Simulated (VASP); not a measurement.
# WSe2 in VASP: a series of runs, part 2 of 2

VASP 6.6.1.

## Step 4: Single point, PBEsol (biaxial strain in the a-b plane: -2.0 %, then relaxed in part)

Input file INCAR:

```
SYSTEM = WSe2
ALGO = Normal ; EDIFF = 1E-7
ENCUT = 520 ; GGA = PS
ISIF = 2 ; ISMEAR = 0
LASPH = .TRUE. ; LCHARG = .FALSE.
LREAL = .FALSE. ; LWAVE = .FALSE.
NBANDS = 20 ; NELM = 100
PREC = Accurate ; SIGMA = 0.02
```

Input file KPOINTS:

```
k-points
0
G
  12 12 2
  0 0 0
```

Input file POSCAR:

```
WSe2
1.0
    3.2048476251      0.0000000000      0.0000000000
   -1.6024238126      2.7754794586      0.0000000000
    0.0000000000      0.0000000000     16.8616709007
W Se
1 2
Direct
    0.0000000000      0.0000000000      0.0000000000
    0.3333333333      0.6666666667      0.1007178578
    0.3333333333      0.6666666667      0.8992821422
```

Potentials or basis: VASP PAW PBE potentials, release 64 (W_sv, Se).

Run with:

```bash
cat potpaw_PBE.64/W_sv/POTCAR potpaw_PBE.64/Se/POTCAR > POTCAR
mpirun -np 1 vasp_std > vasp.out
```

OUTCAR:

```text
SYSTEM = WSe2
   EDIFF = 1E-7
   ENCUT = 520
   GGA = PS
   ISIF = 2
   ISMEAR = 0
   LASPH = .TRUE.
   LREAL = .FALSE.
   NELM = 100
   PREC = Accurate

 ion  position               nearest neighbor table
   1  0.000  0.000  0.000-   2 2.51   3 2.51   2 2.51   3 2.51   2 2.51   3 2.51
   2  0.333  0.667  0.101-   1 2.51   1 2.51   1 2.51
   3  0.333  0.667  0.899-   1 2.51   1 2.51   1 2.51

  LATTYP: Found a hexagonal cell.
 ALAT       =     3.2048476251
 C/A-ratio  =     5.2613019005

  Lattice vectors:
[... 744 lines left out ...]

  FORCE on cell =-STRESS in cart. coord.  units (eV):
  Direction    XX          YY          ZZ          XY          YZ          ZX
  --------------------------------------------------------------------------------------
  -------------------------------------------------------------------------------------
  Total        1.9930021      1.9930021      0.2098573     -0.0000000     -0.0000000      0.0000000
  in kB       21.2898370     21.2898370      2.2417576     -0.0000000     -0.0000000      0.0000000
  external PRESSURE =      14.9404772 kB  Pullay stress =       0.0000000 kB

 VOLUME and BASIS-vectors are now :
 -----------------------------------------------------------------------------
  energy-cutoff  :      520.00
  volume of cell :      149.98
      direct lattice vectors                 reciprocal lattice vectors
     3.204847625  0.000000000  0.000000000     0.312027315  0.180149054  0.000000000
    -1.602423813  2.775479459  0.000000000     0.000000000  0.360298109  0.000000000
     0.000000000  0.000000000 16.861670901     0.000000000  0.000000000  0.059306104

 POSITION                                       TOTAL-FORCE (eV/Angst)
 -----------------------------------------------------------------------------------
      0.00000      0.00000      0.00000         0.000000      0.000000      0.000000
     -0.00000      1.85032      1.69827         0.000000      0.000000      0.064927
     -0.00000      1.85032     15.16340        -0.000000      0.000000     -0.064927
 -----------------------------------------------------------------------------------
    total drift:                                0.000000     -0.000000     -0.000000

  FREE ENERGIE OF THE ION-ELECTRON SYSTEM (eV)
  ---------------------------------------------------
  free  energy   TOTEN  =       -23.1951010896 eV

  energy  without entropy=      -23.1951010896  energy(sigma->0) =      -23.19510109
```

OSZICAR:

```text
N       E                     dE             d eps       ncg     rms          rms(c)
DAV:   1     0.170775722905E+03    0.17078E+03   -0.12053E+04  1816   0.110E+03
DAV:   2    -0.112650350739E+02   -0.18204E+03   -0.17712E+03  1960   0.261E+02
DAV:   3    -0.239329930645E+02   -0.12668E+02   -0.12573E+02  2028   0.642E+01
[... 13 lines left out ...]
DAV:  17    -0.231950822226E+02   -0.63181E-04   -0.52066E-06  1720   0.660E-03    0.533E-03
DAV:  18    -0.231950946052E+02   -0.12383E-04   -0.51535E-07  1724   0.198E-03    0.234E-03
DAV:  19    -0.231950998524E+02   -0.52472E-05   -0.30189E-07  1432   0.127E-03    0.429E-04
DAV:  20    -0.231951009901E+02   -0.11376E-05   -0.42167E-08  1504   0.499E-04    0.251E-04
DAV:  21    -0.231951010896E+02   -0.99567E-07   -0.21420E-09  1272   0.163E-04
   1 F= -.23195101E+02 E0= -.23195101E+02  d E =-.449251E-48
```

stdout:

```text
POSCAR found type information on POSCAR W Se
 POSCAR found :  2 types and       3 ions
 scaLAPACK will be used
 -----------------------------------------------------------------------------
|                                                                             |
|                                                                             |
|     You enforced a specific xc type in the INCAR file but a different       |
|     I HOPE YOU KNOW WHAT YOU ARE DOING!                                     |
|                                                                             |
 -----------------------------------------------------------------------------

 LDA part: xc-table for (Slater+PW92), standard interpolation
 POSCAR, INCAR and KPOINTS ok, starting setup
 FFT: planning ... GRIDC
 FFT: planning ... GRID_SOFT
 FFT: planning ... GRID
 WAVECAR not read
 entering main loop
```

It took 54 s on 1 thread of Intel Xeon 6975P-C (Granite Rapids), shared host; peak memory 0.31 GiB.

Results:

```
Free energy            : -23.1951 eV
Largest force          : 0.065 eV/Å
Band gap on the k mesh : 1.57 eV (least direct gap 1.98 eV)
```

Forces in eV/Å, atoms in the order of the input:
```
W    0.000  0.000  0.000
Se   0.000  0.000  0.065
Se   0.000  0.000 -0.065
```

Caveat: the cell differs from its parent crystal (biaxial strain in the a-b plane: -2.0 %, then relaxed in part); there is no dipole correction, which matters where the two faces differ; the PAW data sets were made with another functional, which shifts forces and pressure a little; spin-orbit coupling is left out, which moves the levels of the heavy elements.

## Step 5: Single point, PBEsol (biaxial strain in the a-b plane: -2.0 %)

Input file INCAR:

```
PREC     = Accurate       # precision mode
ENCUT    = 520            # plane-wave cutoff, eV
EDIFF    = 1E-6           # SCF threshold, eV
ISMEAR   = 0              # smearing method
SIGMA    = 0.02           # smearing width, eV
LREAL    = F              # projectors in reciprocal space
LASPH    = T              # aspherical terms in the spheres
NELM     = 100            # most SCF steps
ALGO     = Normal         # electronic algorithm
ISIF     = 2              # what is computed and relaxed
LWAVE    = F              # write WAVECAR
LCHARG   = F              # write CHGCAR
GGA      = PS             # functional
NBANDS   = 20             # bands
```

Input file KPOINTS:

```
Automatic mesh
0
Gamma
  12 12 2
```

Input file POSCAR:

```
WSe2
1.0
    3.2048476251      0.0000000000      0.0000000000
   -1.6024238126      2.7754794586      0.0000000000
    0.0000000000      0.0000000000     16.8611515714
W Se
1 2
Direct
    0.0000000000      0.0000000000      0.0000000000
    0.3333333333      0.6666666667      0.1003992722
    0.3333333333      0.6666666667      0.8996007278
```

Run with:

```bash
cat potpaw_PBE.64/W_sv/POTCAR potpaw_PBE.64/Se/POTCAR > POTCAR
mpirun -np 1 vasp_std > vasp.out
```

Wall time 53 s (1 thread of Intel Xeon 6975P-C (Granite Rapids), shared host); peak memory 0.31 GiB.

Results (log left out):

| Item | Value |
| --- | --- |
| Free energy | -23.1939 eV |
| Largest force | 0.165 eV/Å |
| Band gap on the k mesh | 1.59 eV (least direct gap 1.97 eV) |

Forces on the atoms (eV/Å):
```
W    0.000  0.000  0.000
Se   0.000  0.000  0.165
Se   0.000  0.000 -0.165
```

Levels at points of the mesh, in eV from the valence-band top:
| k point | band 9 | band 10 | band 11 | band 12 | band 13 | band 14 | band 15 | band 16 | band 17 | band 18 |
| --- | --- | --- | --- | --- | --- | --- | --- | --- | --- | --- |
| (0.00, 0.00, 0.00) | -2.21 | -2.21 | -0.99 | -0.99 | -0.66 | 3.26 | 3.26 | 3.42 | 3.42 | 4.40 |
| (0.50, 0.00, 0.00) | -4.35 | -2.95 | -2.36 | -1.09 | -0.66 | 2.81 | 2.95 | 3.80 | 4.64 | 4.71 |
| (0.00, 0.00, 0.50) | -2.21 | -2.21 | -0.99 | -0.99 | -0.66 | 3.26 | 3.26 | 3.42 | 3.42 | 4.52 |
| (0.50, 0.00, 0.50) | -4.35 | -2.95 | -2.36 | -1.09 | -0.66 | 2.81 | 2.95 | 3.80 | 4.64 | 4.71 |

Caveat: the cell differs from its parent crystal (biaxial strain in the a-b plane: -2.0 %); there is no dipole correction, which matters where the two faces differ; the PAW data sets were made with another functional, which shifts forces and pressure a little; spin-orbit coupling is left out, which moves the levels of the heavy elements.

## Step 6: The runs side by side

```csv
cell,gap on the mesh (eV),largest force (eV/Å)
"a = 3.139, b = 3.139, c = 17.061 Å, angles 90.0, 90.0, 120.0°, 3 atoms, atomic positions A",1.47,0.19
"a = 3.139, b = 3.139, c = 17.062 Å, angles 90.0, 90.0, 120.0°, 3 atoms, atomic positions B",1.45,0.07
"a = 3.205, b = 3.205, c = 16.862 Å, angles 90.0, 90.0, 120.0°, 3 atoms, atomic positions A",1.57,0.06
"a = 3.205, b = 3.205, c = 16.861 Å, angles 90.0, 90.0, 120.0°, 3 atoms, atomic positions C",1.59,0.16
```

Alike in all rows: task single point; level PBEsol; potentials or basis VASP PAW PBE potentials, release 64 (W_sv, Se); no spin polarisation; k mesh 12 × 12 × 2; cutoff (eV) 520; smearing gaussian 0.02 eV.

Caveats: there is no dipole correction, which matters where the two faces differ; the PAW data sets were made with another functional, which shifts forces and pressure a little; spin-orbit coupling is left out, which moves the levels of the heavy elements.

Absolute energies hang on the potentials; compare differences alone.
